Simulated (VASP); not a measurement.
Runs of VASP 6.6.1 on SnO. The structure is that of space group F-43m (No. 216), or close to it. The cells are those of the table. 

```tsv
task	cell	k mesh	cutoff (eV)	gap on the mesh (eV)	pressure (GPa)
relaxation of cell and atoms	relaxed from a = 3.639 Å, angles 60.0°, 2 atoms	6 × 6 × 6	600	none	-0.1
single point	a = 3.639 Å, angles 60.0°, 2 atoms	6 × 6 × 6	520	none	15.7
relaxation of cell and atoms	relaxed from a = 3.872 Å, angles 60.0°, 2 atoms	18 × 18 × 18	600	none	0.1
single point	a = 3.872 Å, angles 60.0°, 2 atoms	6 × 6 × 6	520	none	0.2
single point	a = 3.874 Å, angles 60.0°, 2 atoms	18 × 18 × 18	520	none	(a)
```

Alike in all rows: level PBE; potentials or basis VASP PAW PBE potentials, release 64 (Sn_d, O); no spin polarisation; smearing gaussian 0.1 eV.

**Question.** Fill in the values left out.

**Answer.** (a) 0.0.

Caveats: spin-orbit coupling is left out, which moves the levels of the heavy elements; the relaxation stopped at its first step, so nothing moved (some runs).

A k mesh can miss the band edges, and the runs leave out spin-orbit coupling on Sn.

A gap of «none» marks levels without a gap at the run's occupations.
